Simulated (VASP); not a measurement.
# RbSi2 (P-3m1) in VASP: further runs, part 2 of 3

VASP 6.6.1. The steps go on from the part before.

## 3. Single point, PBE (24.23 Å³/atom)

This run uses another cell than the first one, of 24.23 Å³/atom.

The input, INCAR:

```
PREC = Accurate ; ENCUT = 520
EDIFF = 1E-6 ; ISMEAR = 0
SIGMA = 0.1 ; LREAL = F
LASPH = T ; NELM = 60
ALGO = Normal ; ISIF = 2
LWAVE = F ; LCHARG = F
GGA = PE ; NBANDS = 16
```

The input, KPOINTS:

```
Automatic mesh
0
Gamma
  12 12 8
```

The input, POSCAR:

```
RbSi2
1.0
    3.8635842487      0.0000000000      0.0000000000
   -1.9317921244      3.3459621090      0.0000000000
    0.0000000000      0.0000000000      5.6236344326
Rb Si
1 2
Direct
    0.0000000000      0.0000000000      0.0000000000
    0.3333333333      0.6666666667      0.4467387475
    0.6666666667      0.3333333333      0.5532612525
```

Potentials or basis: VASP PAW PBE potentials, release 64 (Rb_sv, Si).

On the command line:

```sh
$ cat potpaw_PBE.64/Rb_sv/POTCAR potpaw_PBE.64/Si/POTCAR > POTCAR
$ mpirun -np 1 vasp_std > vasp.out
```

OUTCAR:

```text
PREC = Accurate
   ENCUT = 520
   EDIFF = 1E-6
   ISMEAR = 0
   LREAL = F
   LASPH = T
   NELM = 60
   ISIF = 2
   GGA = PE

 ion  position               nearest neighbor table
   1  0.000  0.000  0.000-   2 3.36   3 3.36   2 3.36   3 3.36   3 3.36   2 3.36   3 3.83   2 3.83
                             2 3.83   3 3.83   3 3.83   2 3.83
   2  0.333  0.667  0.447-   3 2.31   3 2.31   3 2.31   1 3.36   1 3.36   1 3.36   1 3.83   1 3.83
                             1 3.83
   3  0.667  0.333  0.553-   2 2.31   2 2.31   2 2.31   1 3.36   1 3.36   1 3.36   1 3.83   1 3.83
                             1 3.83

  LATTYP: Found a hexagonal cell.
 ALAT       =     3.8635842487
 C/A-ratio  =     1.4555485452

  Lattice vectors:

 A1 = (   3.8635842487,   0.0000000000,   0.0000000000)
 A2 = (  -1.9317921244,   3.3459621090,   0.0000000000)
 A3 = (   0.0000000000,   0.0000000000,   5.6236344326)

Analysis of symmetry for initial positions (statically):
=====================================================================
 Subroutine PRICEL returns:
 Original cell was already a primitive cell.

 Routine SETGRP: Setting up the symmetry group for a
 hexagonal supercell.

 Subroutine GETGRP returns: Found 12 space group operations
 (whereof 12 operations were pure point group operations)
 out of a pool of 24 trial point group operations.

The static configuration has the point symmetry D_3d.

Analysis of symmetry for dynamics (positions and initial velocities):
=====================================================================
 Subroutine PRICEL returns:
 Original cell was already a primitive cell.

 Routine SETGRP: Setting up the symmetry group for a
 hexagonal supercell.

 Subroutine GETGRP returns: Found 12 space group operations
 (whereof 12 operations were pure point group operations)
 out of a pool of 24 trial point group operations.

The dynamic configuration has the point symmetry D_3d.

 Subroutine INISYM returns: Found 12 space group operations
[... 120 lines left out ...]
  volume/ion in A,a.u.               =      24.23       163.53
  Fermi-wavevector in a.u.,A,eV,Ry     =   1.008591  1.905960 13.840598  1.017255
  Thomas-Fermi vector in A             =   2.141467
   LORBIT       =      0    0 simple, 1 ext, 2 COOP (PROOUT), +10 PAW based schemes
   GGA     = PE    functional components
   LHFCALC =     F    Hartree Fock is set to
   AEXX    =    0.0000 exact exchange contribution
   IVDW    =     0    specifies the selected vdW correction
   LEPSILON=     F    determine dielectric tensor
   LRPA    =     F    only Hartree local field effects (RPA)
 non-spin polarized calculation
 Gauss-broadening in eV      SIGMA  =   0.10
  energy-cutoff  :      520.00
  volume of cell :       72.70
 maximum number of plane-waves:      1980
 NGX is ok and might be reduce to    30
   NGX = 15   NGY = 15   NGZ = 21

 number of electron      17.0000000 magnetization

 Free energy of the ion-electron system (eV)
  ---------------------------------------------------
  ext. energy  EPLUGINS =         0.00000000
  ---------------------------------------------------
  free energy    TOTEN  =       -11.43187972 eV

  energy without entropy =      -11.42730524  energy(sigma->0) =      -11.42959248

 E-fermi :   4.6869     XC(G=0):  -9.0661

 val. band max:        4.6631558822   @ k =   0.0000   0.3333   0.1250
 cond. band min:       4.7056646149   @ k =   0.5000  -0.0000   0.0000
 fundamental gap:      0.0425087328
 Fermi energy:         4.6869079124

 k-point     1 :       0.0000    0.0000    0.0000
  band No.  band energies     occupation
      1     -23.0509      2.00000
      2      -7.3810      2.00000
      3      -6.8480      2.00000
      4      -6.8480      2.00000
      5      -6.8107      2.00000
      6       1.3842      2.00000
[... 433 lines left out ...]
      3      -7.1440      2.00000
      4      -6.8970      2.00000
      5      -6.2199      2.00000
      6       0.9778      2.00000
[... 8 lines left out ...]
     15      10.1673      0.00000
     16      10.8877      0.00000

 [... further k-points ...]

------------------------ aborting loop because EDIFF is reached ----------------------------------------

  FORCE on cell =-STRESS in cart. coord.  units (eV):
  Direction    XX          YY          ZZ          XY          YZ          ZX
  --------------------------------------------------------------------------------------
  -------------------------------------------------------------------------------------
  Total        2.6722161      2.6722161      2.6974314     -0.0000000      0.0000000      0.0000000
  in kB       58.8916424     58.8916424     59.4473506     -0.0000000      0.0000000      0.0000000
  external PRESSURE =      59.0768785 kB  Pullay stress =       0.0000000 kB

 VOLUME and BASIS-vectors are now :
 -----------------------------------------------------------------------------
  energy-cutoff  :      520.00
  volume of cell :       72.70
      direct lattice vectors                 reciprocal lattice vectors
     3.863584249  0.000000000  0.000000000     0.258827021  0.149433850  0.000000000
    -1.931792124  3.345962109  0.000000000     0.000000000  0.298867700  0.000000000
     0.000000000  0.000000000  5.623634433     0.000000000  0.000000000  0.177820947

 POSITION                                       TOTAL-FORCE (eV/Angst)
 -----------------------------------------------------------------------------------
      0.00000      0.00000      0.00000         0.000000      0.000000      0.000000
     -0.00000      2.23064      2.51230         0.000000     -0.000000      0.005162
      1.93179      1.11532      3.11134        -0.000000      0.000000     -0.005162
 -----------------------------------------------------------------------------------
    total drift:                                0.000000     -0.000000      0.000000

  FREE ENERGIE OF THE ION-ELECTRON SYSTEM (eV)
  ---------------------------------------------------
  free  energy   TOTEN  =       -11.4318797182 eV

  energy  without entropy=      -11.4273052445  energy(sigma->0) =      -11.42959248
```

OSZICAR:

```text
N       E                     dE             d eps       ncg     rms          rms(c)
DAV:   1     0.530842564555E+02    0.53084E+02   -0.67704E+03  4192   0.892E+02
DAV:   2    -0.859644823405E+01   -0.61681E+02   -0.57385E+02  5592   0.152E+02
DAV:   3    -0.117730107967E+02   -0.31766E+01   -0.31621E+01  6328   0.312E+01
DAV:   4    -0.118553775725E+02   -0.82367E-01   -0.82360E-01  5904   0.459E+00
DAV:   5    -0.118566217942E+02   -0.12442E-02   -0.12442E-02  6280   0.499E-01    0.611E+00
DAV:   6    -0.115309902919E+02    0.32563E+00   -0.25969E-01  5528   0.301E+00    0.397E+00
DAV:   7    -0.114301665980E+02    0.10082E+00   -0.47789E-01  5752   0.365E+00    0.975E-01
DAV:   8    -0.114333440845E+02   -0.31775E-02   -0.87312E-02  5528   0.162E+00    0.221E-01
DAV:   9    -0.114318249756E+02    0.15191E-02   -0.46942E-03  5528   0.400E-01    0.832E-02
DAV:  10    -0.114318440158E+02   -0.19040E-04   -0.10536E-03  6136   0.159E-01    0.323E-02
DAV:  11    -0.114318780458E+02   -0.34030E-04   -0.11959E-04  5192   0.585E-02    0.855E-03
DAV:  12    -0.114318791889E+02   -0.11432E-05   -0.41550E-06  6016   0.113E-02    0.375E-03
DAV:  13    -0.114318797182E+02   -0.52926E-06   -0.19141E-06  4552   0.826E-03
   1 F= -.11431880E+02 E0= -.11429592E+02  d E =-.457447E-02
```

stdout:

```text
POSCAR found type information on POSCAR RbSi
 POSCAR found :  2 types and       3 ions
 scaLAPACK will be used
 LDA part: xc-table for (Slater+PW92), standard interpolation
 POSCAR, INCAR and KPOINTS ok, starting setup
 FFT: planning ... GRIDC
 FFT: planning ... GRID_SOFT
 FFT: planning ... GRID
 WAVECAR not read
 entering main loop
```

Wall time 3.2 min (1 thread of Intel Xeon 8259CL, shared host); peak memory 0.28 GiB.

What came out:

| Item | Value |
| --- | --- |
| Free energy | -11.4319 eV |
| Pressure | 5.9 GPa |
| Largest force | 0.005 eV/Å |
| Band gap on the k mesh | zero (an odd number of electrons rules out a gap without spin polarisation) |

Forces on the atoms (eV/Å):
```
Rb   0.000  0.000  0.000
Si   0.000  0.000  0.005
Si   0.000  0.000 -0.005
```

Caveat: the cell stands under pressure.

(Continued in part 3 of 3.)
